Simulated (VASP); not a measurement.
Runs of VASP 6.6.1 on Ga. The structure is that of space group Cmcm (No. 63), or close to it. The cells are those of the table. 

| level | potentials or basis | cell | gap on the mesh (eV) | pressure (GPa) | largest force (eV/Å) |
| --- | --- | --- | --- | --- | --- |
| BLYP | VASP PAW PBE potentials, release 64 (Ga_d) | a = 2.983, b = 3.435, c = 4.502 Å, angles 90.0, 109.9, 90.0°, 2 atoms | none | -0.1 | - |
| PBE | VASP PAW PBE potentials, release 64 (Ga_d) | a = 2.890, b = 3.282, c = 4.228 Å, angles 90.0, 109.3, 90.0°, 2 atoms | none | 1.2 | (a) |
| r2SCAN | VASP PAW PBE potentials, release 64 (Ga_d) | a = 2.797, b = 3.303, c = 4.238 Å, angles 90.0, 108.6, 90.0°, 2 atoms | none | -1.3 | 0.05 |
| LDA | VASP PAW LDA potentials, release 64 (Ga_d) | a = 2.741, b = 3.237, c = 4.153 Å, angles 90.0, 108.6, 90.0°, 2 atoms | none | -0.4 | 0.08 |
| LDA | VASP PAW LDA potentials, release 64 (Ga_d) | a = 2.833, b = 3.346, c = 4.293 Å, angles 90.0, 108.6, 90.0°, 2 atoms | none | -5.4 | (b) |
| r2SCAN | VASP PAW PBE potentials, release 64 (Ga_d) | a = 2.722, b = 3.215, c = 4.124 Å, angles 90.0, 108.6, 90.0°, 2 atoms | none | 4.2 | 0.08 |
| PBE | VASP PAW PBE potentials, release 64 (Ga_d) | a = 2.847, b = 3.271, c = 4.384 Å, angles 90.0, 109.8, 90.0°, 2 atoms | none | 0.0 | - |

Alike in all rows: task single point; no spin polarisation; k mesh 10 × 8 × 7; cutoff (eV) 520; smearing fermi-dirac 0.05 eV.

Task: Fill in the values left out.

Result: (a) 0.06; (b) 0.04.

Caveats: the PAW data sets were made with another functional, which shifts forces and pressure a little (some runs).

A k mesh can miss the band edges, and the runs leave out spin-orbit coupling on Ga.

A gap of «none» marks levels without a gap at the run's occupations.
